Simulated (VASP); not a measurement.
Wanted: the native input for a VASP 6.6.1 run.

* Task: single point
* Functional: PBE
* Potentials or basis: VASP PAW PBE potentials, release 64 (Rb_sv, Br)
* Cutoff: 500 eV
* k mesh: 3 × 3 × 3
* Occupations: gaussian, width 0.15 eV
* Spin: no spin polarisation
* Dipole correction: no
* Further INCAR settings: ALGO = Normal; EDIFF = 1e-06; NBANDS = 15

The structure of RbBr lies in POSCAR:

```
RbBr
1.0
    4.1846415202      0.0000000000      0.0000000000
    0.0000000000      4.1846415202      0.0000000000
    0.0000000000      0.0000000000      4.1846415202
Rb Br
1 1
Direct
    0.5000000000      0.5000000000      0.5000000000
    0.0000000000      0.0000000000      0.0000000000
```

The input as run:

INCAR

```
ALGO = Normal ; EDIFF = 1E-6
ENCUT = 500 ; GGA = PE
GGA_COMPAT = False ; ISIF = 2
ISMEAR = 0 ; LASPH = True
LCHARG = True ; LELF = True
LREAL = False ; LVHAR = True
LWAVE = False ; NBANDS = 15
NELM = 120 ; PREC = Accurate
SIGMA = 0.15
```

KPOINTS

```
k-points
0
Gamma
  3 3 3
```

Potentials or basis: VASP PAW PBE potentials, release 64 (Rb_sv, Br).

Run with:

```console
$ cat potpaw_PBE.64/Rb_sv/POTCAR potpaw_PBE.64/Br/POTCAR > POTCAR
$ mpirun -np 1 vasp_std > vasp.out
```

Results of the run:

```yaml
Pressure: 0.3 GPa
Band_gap_on_the_k_mesh: 4.02 eV, indirect (least direct gap 4.08 eV)
```

Caveat: the k points lie up to 0.50 Å⁻¹ apart.

It took 6.7 s on 1 thread of Intel(R) Xeon(R) Platinum 8488C (Sapphire Rapids), on a shared host, peak memory 0.17 GiB.
